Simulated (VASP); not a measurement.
A run of VASP 6.6.1 is set up as follows.

File INCAR:

```
SYSTEM = AlRu
  PREC = Accurate
  ENCUT = 520
  EDIFF = 1E-6
  ISMEAR = -1
  SIGMA = 0.05
  LREAL = .False.
  LASPH = .True.
  NELM = 80
  ALGO = Normal
  ISIF = 2
  LWAVE = .False.
  LCHARG = .False.
  GGA = PS
  NBANDS = 16
```

KPOINTS

```
regular mesh
0
Gamma
  9 9 9
  0 0 0
```

POSCAR

```
AlRu
1.0
    2.9916000000      0.0000000000      0.0000000000
    0.0000000000      2.9916000000      0.0000000000
    0.0000000000      0.0000000000      2.9916000000
Ru Al
1 1
Direct
    0.5000000000      0.5000000000      0.5000000000
    0.0000000000      0.0000000000      0.0000000000
```

Potentials or basis: VASP PAW PBE potentials, release 64 (Ru_pv, Al).

The run is started by

```bash
$ cat potpaw_PBE.64/Ru_pv/POTCAR potpaw_PBE.64/Al/POTCAR > POTCAR
$ mpirun -np 1 vasp_std > vasp.out
```

Task: Estimate the pressure.

Result: -3.3 GPa.

Caveat: the PAW data sets were made with another functional, which shifts forces and pressure a little.
